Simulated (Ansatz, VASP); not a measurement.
Two plane-wave programs on NiPt2

```
Ni Pt
1.0
     5.08630    0.00000    0.00000
     0.00000    5.08630    0.00000
     0.00000    0.00000    5.08630
Ni Pt
2 4
Direct
  0.00000 0.00000 0.00000
  0.50000 0.50000 0.50000
  0.25000 0.25000 0.25000
  0.25000 0.75000 0.75000
  0.75000 0.75000 0.25000
  0.75000 0.25000 0.75000
```

Alike in both runs: functional r2SCAN; k mesh 4 × 4 × 4; occupations gaussian, width 0.1 eV; no spin polarisation.

Ansatz relaxed the structure, and its values are those at the end. VASP's run is a single point on that final structure, the one shown.

|  | VASP | Ansatz |
| --- | --- | --- |
| version | VASP 6.6.1 | Ansatz 0.2.0 |
| potentials or method | VASP PAW PBE potentials, release 64 (Ni, Pt), cutoff 520 eV | scalar-relativistic, plane waves, PAW |
| valence electrons in the cell | 60 | 108 |

VASP gave:

```
gap on the k mesh at the Fermi level (eV) : none
pressure (GPa)                            : -0.2
```

**Question.** Estimate Ansatz's values.

**Answer.** gap on the k mesh at the Fermi level (eV): none; pressure (GPa): 0.0.

VASP's potentials were made for PBE, not for r2SCAN. A gap of «none» marks a metal or a gap that the smearing closes. The functional is the same, so the differences come from potentials, cutoffs and numerics. VASP's potentials hold 60 valence electrons a cell and Ansatz's 108, so a difference there can come from the potentials and not from the codes.

Spin-orbit coupling is off throughout.
